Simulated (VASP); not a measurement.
# CuO (Tenorite) (Cc) in VASP: notebook

The runs below take CuO (Tenorite) through single point, with RPBE, LDA.

Everything below comes from runs of VASP 6.6.1. Logs are shortened: lines on timing, memory, paths and dates and some standing lists are left out, and cuts for length are marked.

**1. The cell of the first run**

The structure is monoclinic, space group Cc (No. 9). The conventional cell has a = 4.689 Å, b = 3.427 Å, c = 5.132 Å, α = 90.00°, β = 99.65°, γ = 90.00°. Within 2.5 Å of Cu (site symmetry 1) lie 4 O at 1.91 to 2.02 Å. O (site symmetry 1) has 4 Cu at 1.91 to 2.02 Å within 2.5 Å.

**2. Single point, RPBE**

INCAR reads:

```
PREC     = Accurate       # precision mode
ENCUT    = 520            # plane-wave cutoff, eV
EDIFF    = 1E-6           # SCF threshold, eV
ISMEAR   = -1             # smearing method
SIGMA    = 0.05           # smearing width, eV
LREAL    = False          # projectors in reciprocal space
LASPH    = True           # aspherical terms in the spheres
NELM     = 80             # most SCF steps
ALGO     = Normal         # electronic algorithm
ISIF     = 2              # what is computed and relaxed
LWAVE    = False          # write WAVECAR
LCHARG   = False          # write CHGCAR
GGA      = RP             # functional
NBANDS   = 25             # bands
```

KPOINTS reads:

```
Automatic mesh
0
Gamma
  10 10 5
```

POSCAR reads:

```
CuO
1.0
    2.3446500000     -1.7134000000      0.0000000000
    2.3446500000      1.7134000000      0.0000000000
   -0.8605543552      0.0000000000      5.0594363927
Cu O
2 2
Direct
    0.4968000000      0.0032000000      0.5000000000
    0.0032000000      0.4968000000      0.0000000000
    0.4056000000      0.5714000000      0.7537000000
    0.5714000000      0.4056000000      0.2537000000
```

Potentials or basis: VASP PAW PBE potentials, release 64 (Cu, O).

Run with:

```
cat potpaw_PBE.64/Cu/POTCAR potpaw_PBE.64/O/POTCAR > POTCAR
mpirun -np 1 vasp_std > vasp.out
```

OUTCAR:

```text
PREC = Accurate
   ENCUT = 520
   EDIFF = 1E-6
   ISMEAR = -1
   LREAL = False
   LASPH = True
   NELM = 80
   ISIF = 2
   GGA = RP

 ion  position               nearest neighbor table
   1  0.497  0.003  0.500-   4 1.91   3 1.93   4 1.98   3 2.02
   2  0.003  0.497  0.000-   3 1.91   4 1.93   3 1.98   4 2.02
   3  0.406  0.571  0.754-   2 1.91   1 1.93   2 1.98   1 2.02
   4  0.571  0.406  0.254-   1 1.91   2 1.93   1 1.98   2 2.02

  LATTYP: Found a base centered monoclinic cell.
 ALAT       =     4.6893000000
 B/A-ratio  =     0.7307700510
 C/A-ratio  =     1.0944277397
 COS(beta)  =    -0.1676807457

  Lattice vectors:

 A1 = (   2.3446500000,  -1.7134000000,   0.0000000000)
 A2 = (   2.3446500000,   1.7134000000,   0.0000000000)
 A3 = (  -0.8605543552,   0.0000000000,   5.0594363927)

Analysis of symmetry for initial positions (statically):
=====================================================================
 Subroutine PRICEL returns:
 Original cell was already a primitive cell.

 Routine SETGRP: Setting up the symmetry group for a
 base centered monoclinic supercell.

 Subroutine GETGRP returns: Found  2 space group operations
 (whereof  1 operations were pure point group operations)
 out of a pool of  4 trial point group operations.

The static configuration has the point symmetry C_1 .
 The point group associated with its full space group is C_1h.

Analysis of symmetry for dynamics (positions and initial velocities):
=====================================================================
 Subroutine PRICEL returns:
 Original cell was already a primitive cell.

 Routine SETGRP: Setting up the symmetry group for a
 base centered monoclinic supercell.

 Subroutine GETGRP returns: Found  2 space group operations
 (whereof  1 operations were pure point group operations)
 out of a pool of  4 trial point group operations.

The dynamic configuration has the point symmetry C_1 .
 The point group associated with its full space group is C_1h.

 Subroutine INISYM returns: Found  2 space group operations
 (whereof  1 operations are pure point group operations),
 and found     1 'primitive' translations

----------------------------------------------------------------------------------------

                                     Primitive cell

  volume of cell :      40.6508

  direct lattice vectors                    reciprocal lattice vectors
     2.344650000 -1.713400000  0.000000000     0.213251445 -0.291817439  0.036271720
     2.344650000  1.713400000  0.000000000     0.213251445  0.291817439  0.036271720
    -0.860554355  0.000000000  5.059436393     0.000000000  0.000000000  0.197650474

  length of vectors
     2.903984019  2.903984019  5.132100000     0.363248171  0.363248171  0.197650474

  position of ions in fractional coordinates (direct lattice)
     0.496800000  0.003200000  0.500000000
     0.003200000  0.496800000  0.000000000
     0.405600000  0.571400000  0.753700000
     0.571400000  0.405600000  0.253700000

  ion indices of the primitive-cell ions
   primitive index   ion index
                 1           1
                 2           2
                 3           3
                 4           4

----------------------------------------------------------------------------------------

 KPOINTS: Automatic mesh

Automatic generation of k-mesh.
 Grid dimensions read from file:
 generate k-points for:   10   10    5

 Generating k-lattice:

  Cartesian coordinates                     Fractional coordinates (reciprocal lattice)
     0.021325144 -0.029181744  0.003627172     0.100000000  0.000000000 -0.000000000
     0.021325144  0.029181744  0.003627172     0.000000000  0.100000000 -0.000000000
     0.000000000  0.000000000  0.039530095     0.000000000  0.000000000  0.200000000

  Length of vectors
     0.036324817  0.036324817  0.039530095

  Shift w.r.t. Gamma in fractional coordinates (k-lattice)
     0.000000000  0.000000000  0.000000000

 Subroutine IBZKPT returns following result:
 ===========================================

 Found    141 irreducible k-points:

 Following reciprocal coordinates:
            Coordinates               Weight
  0.000000  0.000000  0.000000      1.000000
  0.100000  0.000000  0.000000      4.000000
  0.200000  0.000000  0.000000      4.000000
  0.300000  0.000000  0.000000      4.000000
  0.400000 -0.000000  0.000000      4.000000
  0.500000 -0.000000 -0.000000      2.000000
[... 16 lines left out ...]
  0.300000  0.300000  0.000000      2.000000
  0.400000  0.300000 -0.000000      4.000000
 [... further k-points ...]
   k-points           NKPTS =    141   k-points in BZ     NKDIM =    141   number of bands    NBANDS=     25
   number of dos      NEDOS =    301   number of ions     NIONS =      4
   total plane-waves  NPLWV =  23040
   dimension x,y,z NGX =    24 NGY =   24 NGZ =   40
   dimension x,y,z NGXF=    48 NGYF=   48 NGZF=   80
   ions per type =               2   2
   NGX,Y,Z   is equivalent  to a cutoff of  13.74, 13.74, 12.96 a.u.
   NGXF,Y,Z  is equivalent  to a cutoff of  27.48, 27.48, 25.91 a.u.
 SYSTEM =  unknown system
   PREC   = accura    normal or accurate (medium, high low for compatibility)
   ISTART =      0    job   : 0-new  1-cont  2-samecut
   ICHARG =      2    charge: 1-file 2-atom 10-const
   ISPIN  =      1    spin polarized calculation?
   LNONCOLLINEAR =      F non collinear calculations
   LSORBIT =      F    spin-orbit coupling
   LASPH  =      T    aspherical Exc in radial PAW
   ENCUT  =  520.0 eV  38.22 Ry    6.18 a.u.   5.40  5.40  9.54*2*pi/ulx,y,z
   NELM   =     80;   NELMIN=  2; NELMDL= -5     # of ELM steps
   EDIFF  = 0.1E-05   stopping-criterion for ELM
   LREAL  =      F    real-space projection
   EDIFFG = 0.1E-04   stopping-criterion for IOM
   NSW    =      0    number of steps for IOM
   IBRION =     -1    ionic relax: 0-MD 1-quasi-New 2-CG
   NFREE  =      0    steps in history (QN), initial steepest desc. (CG)
   ISIF   =      2    stress and relaxation
   ISYM   =      2    0-nonsym 1-usesym 2-fastsym
   POTIM  = 0.5000    time-step for ionic-motion
   TEBEG  =    0.0;   TEEND  =   0.0 temperature during run
   PSTRESS=    0.0 pullay stress
   NELECT =      34.0000    total number of electrons
   NUPDOWN=      -1.0000    fix difference up-down
   EMIN   =  10.00;   EMAX   =-10.00  energy-range for DOS
   EFERMI =   0.00;   METHOD = LEGACY
   ISMEAR =    -1;   SIGMA  =   0.05  broadening in eV -4-tet -1-fermi 0-gaus
   EFERMI_NEDOS =   21; number of points for ismear=-14 and -15
   IALGO  =     38    algorithm
   IMIX   =      4    mixing-type and parameters
     AMIX     =   0.40;   BMIX     =  1.00
     AMIX_MAG =   1.60;   BMIX_MAG =  1.00
  volume/ion in A,a.u.               =      10.16        68.58
  Fermi-wavevector in a.u.,A,eV,Ry     =   1.542451  2.914811 32.370388  2.379156
  Thomas-Fermi vector in A             =   2.648254
   LORBIT       =      0    0 simple, 1 ext, 2 COOP (PROOUT), +10 PAW based schemes
   GGA     = RP    functional components
   LHFCALC =     F    Hartree Fock is set to
   AEXX    =    0.0000 exact exchange contribution
   IVDW    =     0    specifies the selected vdW correction
   LEPSILON=     F    determine dielectric tensor
   LRPA    =     F    only Hartree local field effects (RPA)
 non-spin polarized calculation
  energy-cutoff  :      520.00
  volume of cell :       40.65
 maximum number of plane-waves:      1129
 NGX is ok and might be reduce to    24
   NGX = 11   NGY = 11   NGZ = 19

 number of electron      33.9999999 magnetization

 Free energy of the ion-electron system (eV)
  ---------------------------------------------------
  ext. energy  EPLUGINS =         0.00000000
  ---------------------------------------------------
  free energy    TOTEN  =       -17.70278424 eV

  energy without entropy =      -17.68360100  energy(sigma->0) =      -17.69319262

 E-fermi :   5.8575     XC(G=0): -11.6888

 val. band max:        5.8449532243   @ k =  -0.2000   0.3000   0.4000
 cond. band min:       5.8598777753   @ k =  -0.4000   0.2000   0.4000
 fundamental gap:      0.0149245511
 Fermi energy:         5.8574984027

 k-point     1 :       0.0000    0.0000    0.0000
  band No.  band energies     occupation
      1     -14.1439      2.00000
      2     -12.8512      2.00000
      3      -2.2391      2.00000
      4       0.3302      2.00000
      5       0.6870      2.00000
      6       2.4849      2.00000
[... 17 lines left out ...]
     24      22.3137      0.00000
     25      22.6704      0.00000

 k-point     2 :       0.1000    0.0000    0.0000
  band No.  band energies     occupation
      1     -14.0780      2.00000
      2     -12.8300      2.00000
      3      -2.1302      2.00000
      4       0.3125      2.00000
      5       0.6613      2.00000
      6       1.7544      2.00000
[... 17 lines left out ...]
     24      21.8283      0.00000
     25      22.8353      0.00000

 k-point     3 :       0.2000    0.0000    0.0000
  band No.  band energies     occupation
      1     -13.8992      2.00000
      2     -12.7742      2.00000
      3      -1.8389      2.00000
      4       0.2465      2.00000
      5       0.5412      2.00000
      6       0.7653      2.00000
[... 17 lines left out ...]
     24      20.9928      0.00000
     25      22.3816      0.00000

 k-point     4 :       0.3000    0.0000    0.0000
  band No.  band energies     occupation
      1     -13.6642      2.00000
      2     -12.7042      2.00000
      3      -1.4718      2.00000
      4      -0.3660      2.00000
      5       0.1727      2.00000
      6       0.6627      2.00000
[... 17 lines left out ...]
     24      19.8718      0.00000
     25      21.9862      0.00000
[... 477 lines left out ...]
 k-point    22 :      -0.2000    0.2000    0.0000
  band No.  band energies     occupation
      1     -13.6101      2.00000
      2     -12.6790      2.00000
      3      -1.3747      2.00000
      4       0.0697      2.00000
      5       0.1619      2.00000
      6       0.4670      2.00000
[... 17 lines left out ...]
     24      19.7564      0.00000
     25      19.9282      0.00000

 k-point    23 :       0.3000    0.3000    0.0000
  band No.  band energies     occupation
      1     -13.3712      2.00000
      2     -12.6545      2.00000
      3      -0.9139      2.00000
      4      -0.4440      2.00000
      5       0.5527      2.00000
      6       0.5804      2.00000
[... 17 lines left out ...]
     24      20.5046      0.00000
     25      20.8558      0.00000

 k-point    24 :       0.4000    0.3000   -0.0000
  band No.  band energies     occupation
      1     -13.1890      2.00000
      2     -12.6084      2.00000
      3      -0.9264      2.00000
      4      -0.6276      2.00000
      5       0.3369      2.00000
      6       0.5173      2.00000
[... 17 lines left out ...]
     24      19.2950      0.00000
     25      20.3737      0.00000

 [... further k-points ...]
[... 5 lines left out ...]
  --------------------------------------------------------------------------------------
  -------------------------------------------------------------------------------------
  Total        3.1057515      2.9789075      3.0906303      0.0000000      0.0000000     -0.5840700
  in kB      122.4075944    117.4082656    121.8116195      0.0000000      0.0000000    -23.0200671
  external PRESSURE =     120.5424932 kB  Pullay stress =       0.0000000 kB

 VOLUME and BASIS-vectors are now :
 -----------------------------------------------------------------------------
  energy-cutoff  :      520.00
  volume of cell :       40.65
      direct lattice vectors                 reciprocal lattice vectors
     2.344650000 -1.713400000  0.000000000     0.213251445 -0.291817439  0.036271720
     2.344650000  1.713400000  0.000000000     0.213251445  0.291817439  0.036271720
    -0.860554355  0.000000000  5.059436393     0.000000000  0.000000000  0.197650474

 POSITION                                       TOTAL-FORCE (eV/Angst)
 -----------------------------------------------------------------------------------
      0.74205     -0.84573      2.52972        -0.669105     -0.379634      0.264296
      1.17233      0.84573      0.00000        -0.669105      0.379634      0.264296
      1.64212      0.28408      3.81330         0.669105     -0.193780     -0.264296
      2.07240     -0.28408      1.28358         0.669105      0.193780     -0.264296
 -----------------------------------------------------------------------------------
    total drift:                               -0.000151      0.000000     -0.000497

  FREE ENERGIE OF THE ION-ELECTRON SYSTEM (eV)
  ---------------------------------------------------
  free  energy   TOTEN  =       -17.7027842435 eV

  energy  without entropy=      -17.6836009966  energy(sigma->0) =      -17.69319262
```

It took 56 s on 1 thread of Intel Xeon 6975P-C (Granite Rapids), shared host; peak memory 0.25 GiB.

What came out:

| Item | Value |
| --- | --- |
| Free energy | -17.7028 eV |
| Pressure | 12.1 GPa |
| Largest force | 0.813 eV/Å |
| Band gap on the k mesh | zero (band 17 reaches 6.13 eV, above the bottom of band 18 at 5.53 eV) |

Forces in eV/Å, atoms in the order of the input:
```
Cu  -0.669 -0.380  0.264
Cu  -0.669  0.380  0.264
O    0.669 -0.194 -0.264
O    0.669  0.194 -0.264
```

Stress tensor (GPa, compression positive):
```
12.24  0.00 -2.30
 0.00 11.74  0.00
-2.30  0.00 12.18
```

Levels at points of the mesh, in eV from the Fermi level:
| k point | band 14 | band 15 | band 16 | band 17 | band 18 | band 19 | band 20 | band 21 |
| --- | --- | --- | --- | --- | --- | --- | --- | --- |
| (0.00, 0.00, 0.00) | -2.22 | -2.14 | -1.66 | 0.21 | 0.92 | 1.75 | 6.12 | 8.22 |
| (0.50, 0.00, 0.00) | -1.60 | -1.49 | -1.40 | -0.03 | 0.29 | 4.99 | 6.39 | 7.01 |
| (0.50, 0.50, 0.00) | -2.12 | -1.67 | -1.23 | -0.66 | 1.07 | 3.46 | 7.15 | 8.65 |

Caveat: the PAW data sets were made with another functional, which shifts forces and pressure a little; semilocal functionals often make such compounds metallic where correlation or magnetic order opens a gap, which also shifts bond lengths.

**3. Single point, RPBE**

This run uses another cell than the first one, of 10.37 Å³/atom, 1.020 times its volume.

INCAR reads:

```
PREC     = Accurate       # precision mode
ENCUT    = 520            # plane-wave cutoff, eV
EDIFF    = 1E-6           # SCF threshold, eV
ISMEAR   = -1             # smearing method
SIGMA    = 0.05           # smearing width, eV
LREAL    = F              # projectors in reciprocal space
LASPH    = T              # aspherical terms in the spheres
NELM     = 100            # most SCF steps
ALGO     = Normal         # electronic algorithm
ISIF     = 2              # what is computed and relaxed
LWAVE    = F              # write WAVECAR
LCHARG   = F              # write CHGCAR
GGA      = RP             # functional
NBANDS   = 25             # bands
```

KPOINTS reads:

```
regular mesh
0
Gamma
  10 10 5
```

POSCAR reads:

```
CuO
1.0
    2.3601779360     -1.7247473506      0.0000000000
    2.3601779360      1.7247473506      0.0000000000
   -0.8662535568      0.0000000000      5.0929435705
Cu O
2 2
Direct
    0.4968000000      0.0032000000      0.5000000000
    0.0032000000      0.4968000000      0.0000000000
    0.4056000000      0.5714000000      0.7537000000
    0.5714000000      0.4056000000      0.2537000000
```

Potentials or basis: VASP PAW PBE potentials, release 64 (Cu, O).

Run with:

```
cat potpaw_PBE.64/Cu/POTCAR potpaw_PBE.64/O/POTCAR > POTCAR
mpirun -np 1 vasp_std > vasp.out
```

Run time: 55 s. Hardware: 1 thread of Intel Xeon 6975P-C (Granite Rapids), shared host; peak memory 0.24 GiB.

It converged, with:

```yaml
Free_energy: -17.7551 eV
Pressure: 8.3 GPa
Largest_force: 0.754 eV/Å
Band_gap_on_the_k_mesh: zero (band 17 reaches 5.86 eV, above the bottom of band 18 at 5.27 eV)
```

Forces in eV/Å, atoms in the order of the input:
```
Cu  -0.623 -0.346  0.244
Cu  -0.623  0.346  0.244
O    0.623 -0.254 -0.244
O    0.623  0.254 -0.244
```

Stress tensor (GPa, compression positive):
```
 8.33  0.00 -1.76
 0.00  8.82  0.00
-1.76  0.00  7.80
```

Levels at points of the mesh, in eV from the Fermi level:
| k point | band 14 | band 15 | band 16 | band 17 | band 18 | band 19 | band 20 | band 21 |
| --- | --- | --- | --- | --- | --- | --- | --- | --- |
| (0.00, 0.00, 0.00) | -2.16 | -2.08 | -1.61 | 0.21 | 0.90 | 1.68 | 6.10 | 8.11 |
| (0.50, 0.00, 0.00) | -1.56 | -1.45 | -1.37 | -0.03 | 0.29 | 5.00 | 6.31 | 6.92 |
| (0.50, 0.50, 0.00) | -2.06 | -1.66 | -1.20 | -0.64 | 1.04 | 3.52 | 7.08 | 8.61 |

Caveat: the PAW data sets were made with another functional, which shifts forces and pressure a little; semilocal functionals often make such compounds metallic where correlation or magnetic order opens a gap, which also shifts bond lengths. With open d or f shells a metallic result of RPBE can be an artefact of self-interaction; +U or a hybrid may open a gap.

[end of part 1 of 2]
